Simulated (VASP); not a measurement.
# Sb (Pm-3m) in VASP: a series of runs

The runs below take Sb through single point, relaxation of cell and atoms, with LDA.

Everything below comes from runs of VASP 6.6.1. Logs are shortened: lines on timing, memory, paths and dates and some standing lists are left out, and cuts for length are marked.

### 1 The cell of the first run

The structure is cubic, space group Pm-3m (No. 221). Conventional cell: a = 3.079 Å, b = 3.079 Å, c = 3.079 Å, α = 90.00°, β = 90.00°, γ = 90.00°. Within 4.1 Å of Sb (site symmetry m-3m) lie 6 Sb at 3.08 Å.

### 2 Single point, LDA (volume scaled by 1.04)

INCAR reads:

```
SYSTEM = Sb
  PREC = Accurate
  ENCUT = 520
  EDIFF = 1E-6
  ISMEAR = -1
  SIGMA = 0.1
  LREAL = .FALSE.
  LASPH = .TRUE.
  NELM = 100
  ALGO = Normal
  ISIF = 2
  LWAVE = .FALSE.
  LCHARG = .FALSE.
  NBANDS = 8
```

KPOINTS reads:

```
regular mesh
0
G
  12 12 12
  0 0 0
```

POSCAR reads:

```
Sb
1.0
    3.0785916381      0.0000000000      0.0000000000
    0.0000000000      3.0785916381      0.0000000000
    0.0000000000      0.0000000000      3.0785916381
Sb
1
Direct
    0.0000000000      0.0000000000      0.0000000000
```

Potentials or basis: VASP PAW LDA potentials, release 64 (Sb).

On the command line:

```bash
$ cat potpaw_LDA.64/Sb/POTCAR > POTCAR
$ mpirun -np 1 vasp_std > vasp.out
```

OUTCAR:

```text
SYSTEM = Sb
   PREC = Accurate
   ENCUT = 520
   EDIFF = 1E-6
   ISMEAR = -1
   LREAL = .FALSE.
   LASPH = .TRUE.
   NELM = 100
   ISIF = 2

 ion  position               nearest neighbor table
   1  0.000  0.000  0.000-

  LATTYP: Found a simple cubic cell.
 ALAT       =     3.0785916381

  Lattice vectors:

 A1 = (   3.0785916381,   0.0000000000,   0.0000000000)
 A2 = (   0.0000000000,   3.0785916381,   0.0000000000)
 A3 = (   0.0000000000,   0.0000000000,   3.0785916381)

Analysis of symmetry for initial positions (statically):
=====================================================================
 Subroutine PRICEL returns:
 Original cell was already a primitive cell.

 Routine SETGRP: Setting up the symmetry group for a
 simple cubic supercell.

 Subroutine GETGRP returns: Found 48 space group operations
 (whereof 48 operations were pure point group operations)
 out of a pool of 48 trial point group operations.

The static configuration has the point symmetry O_h .

Analysis of symmetry for dynamics (positions and initial velocities):
=====================================================================
 Subroutine PRICEL returns:
 Original cell was already a primitive cell.

 Routine SETGRP: Setting up the symmetry group for a
 simple cubic supercell.

 Subroutine GETGRP returns: Found 48 space group operations
 (whereof 48 operations were pure point group operations)
 out of a pool of 48 trial point group operations.

The dynamic configuration has the point symmetry O_h .

 Subroutine INISYM returns: Found 48 space group operations
 (whereof 48 operations are pure point group operations),
 and found     1 'primitive' translations

----------------------------------------------------------------------------------------

                                     Primitive cell

  volume of cell :      29.1780

  direct lattice vectors                    reciprocal lattice vectors
     3.078591638  0.000000000  0.000000000     0.324823854  0.000000000  0.000000000
     0.000000000  3.078591638  0.000000000     0.000000000  0.324823854  0.000000000
     0.000000000  0.000000000  3.078591638     0.000000000  0.000000000  0.324823854

  length of vectors
     3.078591638  3.078591638  3.078591638     0.324823854  0.324823854  0.324823854

  position of ions in fractional coordinates (direct lattice)
     0.000000000  0.000000000  0.000000000

  ion indices of the primitive-cell ions
[... 69 lines left out ...]
   LNONCOLLINEAR =      F non collinear calculations
   LSORBIT =      F    spin-orbit coupling
   LASPH  =      T    aspherical Exc in radial PAW
   ENCUT  =  520.0 eV  38.22 Ry    6.18 a.u.   5.72  5.72  5.72*2*pi/ulx,y,z
   NELM   =    100;   NELMIN=  2; NELMDL= -5     # of ELM steps
   EDIFF  = 0.1E-05   stopping-criterion for ELM
   LREAL  =      F    real-space projection
   EDIFFG = 0.1E-04   stopping-criterion for IOM
   NSW    =      0    number of steps for IOM
   IBRION =     -1    ionic relax: 0-MD 1-quasi-New 2-CG
   NFREE  =      0    steps in history (QN), initial steepest desc. (CG)
   ISIF   =      2    stress and relaxation
   ISYM   =      2    0-nonsym 1-usesym 2-fastsym
   POTIM  = 0.5000    time-step for ionic-motion
   TEBEG  =    0.0;   TEEND  =   0.0 temperature during run
   PSTRESS=    0.0 pullay stress
   NELECT =       5.0000    total number of electrons
   NUPDOWN=      -1.0000    fix difference up-down
   EMIN   =  10.00;   EMAX   =-10.00  energy-range for DOS
   EFERMI =   0.00;   METHOD = LEGACY
   ISMEAR =    -1;   SIGMA  =   0.10  broadening in eV -4-tet -1-fermi 0-gaus
   EFERMI_NEDOS =   21; number of points for ismear=-14 and -15
   IALGO  =     38    algorithm
   IMIX   =      4    mixing-type and parameters
     AMIX     =   0.40;   BMIX     =  1.00
     AMIX_MAG =   1.60;   BMIX_MAG =  1.00
  volume/ion in A,a.u.               =      29.18       196.90
  Fermi-wavevector in a.u.,A,eV,Ry     =   0.909312  1.718350 11.249945  0.826848
  Thomas-Fermi vector in A             =   2.033341
   LORBIT       =      0    0 simple, 1 ext, 2 COOP (PROOUT), +10 PAW based schemes
   GGA     = CA    functional components
   LHFCALC =     F    Hartree Fock is set to
   AEXX    =    0.0000 exact exchange contribution
   IVDW    =     0    specifies the selected vdW correction
   LEPSILON=     F    determine dielectric tensor
   LRPA    =     F    only Hartree local field effects (RPA)
 non-spin polarized calculation
  energy-cutoff  :      520.00
  volume of cell :       29.18
 maximum number of plane-waves:       840
 NGX is ok and might be reduce to    24
   NGX = 11   NGY = 11   NGZ = 11

 number of electron       4.9999999 magnetization

 Free energy of the ion-electron system (eV)
  ---------------------------------------------------
  ext. energy  EPLUGINS =         0.00000000
  ---------------------------------------------------
  free energy    TOTEN  =        -4.78237602 eV

  energy without entropy =       -4.76019454  energy(sigma->0) =       -4.77128528

 E-fermi :   7.3525     XC(G=0):  -9.8946

 val. band max:        7.3403837728   @ k =   0.4167   0.2500   0.0833
 cond. band min:       7.3705752764   @ k =   0.1667   0.0833   0.0000
 fundamental gap:      0.0301915037
 Fermi energy:         7.3525063592

 k-point     1 :       0.0000    0.0000    0.0000
  band No.  band energies     occupation
      1      -5.2963      2.00000
      2      10.5611      0.00000
      3      10.5611      0.00000
      4      10.5611      0.00000
      5      14.1948      0.00000
      6      14.1948      0.00000
      7      15.6065      0.00000
      8      23.9004      0.00000
[... 243 lines left out ...]
 k-point    24 :       0.4167    0.3333    0.0000
  band No.  band energies     occupation
      1      -1.5598      2.00000
      2       3.5022      2.00000
      3       5.4446      2.00000
      4      11.3395      0.00000
      5      13.8210      0.00000
      6      18.0478      0.00000
      7      19.9265      0.00000
      8      20.4549      0.00000

 [... further k-points ...]
[... 5 lines left out ...]
  --------------------------------------------------------------------------------------
  -------------------------------------------------------------------------------------
  Total       -0.3492449     -0.3492449     -0.3492449     -0.0000000      0.0000000     -0.0000000
  in kB      -19.1771673    -19.1771673    -19.1771673     -0.0000000      0.0000000     -0.0000000
  external PRESSURE =     -19.1771673 kB  Pullay stress =       0.0000000 kB

 VOLUME and BASIS-vectors are now :
 -----------------------------------------------------------------------------
  energy-cutoff  :      520.00
  volume of cell :       29.18
      direct lattice vectors                 reciprocal lattice vectors
     3.078591638  0.000000000  0.000000000     0.324823854  0.000000000  0.000000000
     0.000000000  3.078591638  0.000000000     0.000000000  0.324823854  0.000000000
     0.000000000  0.000000000  3.078591638     0.000000000  0.000000000  0.324823854

 POSITION                                       TOTAL-FORCE (eV/Angst)
 -----------------------------------------------------------------------------------
      0.00000      0.00000      0.00000         0.000000      0.000000      0.000000
 -----------------------------------------------------------------------------------
    total drift:                                0.000000      0.000000      0.000000

  FREE ENERGIE OF THE ION-ELECTRON SYSTEM (eV)
  ---------------------------------------------------
  free  energy   TOTEN  =        -4.7823760163 eV

  energy  without entropy=       -4.7601945370  energy(sigma->0) =       -4.77128528
```

OSZICAR:

```text
N       E                     dE             d eps       ncg     rms          rms(c)
DAV:   1     0.469435991487E+01    0.46944E+01   -0.15960E+03  1352   0.403E+02
DAV:   2    -0.466792858986E+01   -0.93623E+01   -0.91017E+01  1976   0.532E+01
DAV:   3    -0.478677006525E+01   -0.11884E+00   -0.11710E+00  1600   0.676E+00
DAV:   4    -0.478730371739E+01   -0.53365E-03   -0.53360E-03  1992   0.532E-01
DAV:   5    -0.478730552854E+01   -0.18112E-05   -0.18121E-05  1728   0.197E-02    0.210E+00
DAV:   6    -0.478432551231E+01    0.29800E-02   -0.25513E-04  1960   0.994E-02    0.123E+00
DAV:   7    -0.478237012541E+01    0.19554E-02   -0.69561E-04  1504   0.159E-01    0.548E-02
DAV:   8    -0.478237556959E+01   -0.54442E-05   -0.19169E-05  2032   0.274E-02    0.430E-03
DAV:   9    -0.478237601626E+01   -0.44667E-06   -0.27896E-07  1152   0.372E-03
   1 F= -.47823760E+01 E0= -.47712853E+01  d E =-.221815E-01
```

It took 3.5 s on 1 thread of Intel Xeon 6975P-C (Granite Rapids), shared host; peak memory 0.14 GiB.

What came out:

```yaml
Free_energy: -4.7824 eV
Pressure: -1.9 GPa
```

Caveat: spin-orbit coupling is left out, which moves the levels of the heavy elements.

[end of part 1 of 2]
